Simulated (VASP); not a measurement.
A run of VASP 6.6.1:

File INCAR:

```
SYSTEM = LiH
  PREC = Accurate
  ENCUT = 520
  EDIFF = 1E-7
  ISMEAR = 1
  SIGMA = 0.1
  LREAL = .FALSE.
  LASPH = .TRUE.
  NELM = 100
  ALGO = Normal
  ISIF = 2
  LWAVE = .FALSE.
  LCHARG = .TRUE.
  LELF = .TRUE.
  LVHAR = .TRUE.
  NBANDS = 9
```

Contents of KPOINTS:

```
Automatic mesh
0
G
  8 8 8
  0 0 0
```

File POSCAR:

```
LiH
1.0
    0.0000000000      2.0546958586      2.0546958586
    2.0546958586      0.0000000000      2.0546958586
    2.0546958586      2.0546958586      0.0000000000
Li H
1 1
Direct
    0.0000000000      0.0000000000      0.0000000000
    0.5000000000      0.5000000000      0.5000000000
```

Potentials or basis: VASP PAW LDA potentials, release 64 (Li_sv, H).

The run is started by

```console
$ cat potpaw_LDA.64/Li_sv/POTCAR potpaw_LDA.64/H/POTCAR > POTCAR
$ mpirun -np 1 vasp_std > vasp.out
```

Hardware: 1 thread of Intel(R) Xeon(R) Platinum 8375C CPU @ 2.90GHz (Ice Lake) (shared host).

Problem. Estimate the wall time of this run.

Solution. Run time: 3.2 s on 1 thread of Intel(R) Xeon(R) Platinum 8375C CPU @ 2.90GHz (Ice Lake) (shared host), peak memory 0.12 GiB. Counts: scf iterations 11, k points 29.
